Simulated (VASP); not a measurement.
Write the native input for VASP 6.6.1 that does the following.

- Task: single point
- Functional: PBE
- Potentials or basis: VASP PAW PBE potentials, release 64 (Au)
- Cutoff: 520 eV
- k mesh: 14 × 14 × 10
- Occupations: gaussian, width 0.1 eV
- Spin: no spin polarisation
- Dipole correction: no
- Further INCAR settings: ALGO = Fast; EDIFF = 1e-06; NBANDS = 18

The structure of Au lies in POSCAR:

```
Au
1.0
    2.9729699842     -0.0184961273      0.3818506860
   -0.0322065518      2.9710493819      0.3956398473
   -0.5235019566     -0.5449169457      4.0494277132
Au
2
Direct
    0.2500000000      0.2500000000      0.7500000000
    0.7500000000      0.7500000000      0.2500000000
```

This cell differs from its parent crystal: volume scaled by 1.03, then relaxed in part.

One way to write it, as run:

INCAR

```
  PREC = Accurate
  ENCUT = 520
  EDIFF = 1E-6
  ISMEAR = 0
  SIGMA = 0.1
  LREAL = F
  LASPH = T
  NELM = 80
  ALGO = Fast
  ISIF = 2
  LWAVE = F
  LCHARG = T
  GGA = PE
  LELF = T
  LVHAR = T
  NBANDS = 18
```

KPOINTS

```
Automatic mesh
0
Gamma
  14 14 10
```

Potentials or basis: VASP PAW PBE potentials, release 64 (Au).

Launch:

```console
$ cat potpaw_PBE.64/Au/POTCAR > POTCAR
$ mpirun -np 1 vasp_std > vasp.out
```

Results of the run:

```yaml
Pressure: -3.9 GPa
Band_gap_on_the_k_mesh: zero (band 11 reaches 12.29 eV, above the bottom of band 12 at 5.60 eV)
```

Caveat: spin-orbit coupling is left out, which moves the levels of the heavy elements.

Run time: 2.2 min on 1 thread of Intel(R) Xeon(R) Platinum 8259CL CPU @ 2.50GHz (Skylake/Cascade Lake), with other jobs on the host, peak memory 0.29 GiB.
